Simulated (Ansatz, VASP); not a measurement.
## One calculation of AgCl, two programs

```
CELL_PARAMETERS angstrom
0.00000 2.55130 2.99500
2.55130 0.00000 2.99500
2.55130 2.55130 0.00000
ATOMIC_POSITIONS crystal
Ag 0.50000 0.50000 0.50000
Cl 0.00000 0.00000 0.00000
```

Change from the starting cell: strain -0.080 along x and y, +0.080 along z, atoms carried along.

Alike in both runs: task single point; functional PBE; k mesh 8 × 8 × 8; occupations gaussian, width 0.05 eV; no spin polarisation.

|  | VASP | Ansatz |
| --- | --- | --- |
| version | VASP 6.6.1 | Ansatz 0.2.0 |
| potentials or method | VASP PAW PBE potentials, release 64 (Ag, Cl), cutoff 520 eV | scalar-relativistic, plane waves, PAW |
| valence electrons in the cell | 18 | 26 |

Ansatz gave:

```
gap on the k mesh at the Fermi level (eV)                     : 0.46
least direct gap on the mesh (eV)                             : 3.25
pressure (GPa)                                                : 10.5
traceless stress, the component that is largest in VASP (GPa) : -7.12
```

Question: Estimate VASP's values.

Answer: gap on the k mesh at the Fermi level (eV): 0.46; least direct gap on the mesh (eV): 3.26; pressure (GPa): 10.3; traceless stress, the component that is largest in VASP (GPa): -7.05.

VASP's potentials hold 18 valence electrons a cell and Ansatz's 26, so a difference there can come from the potentials and not from the codes.
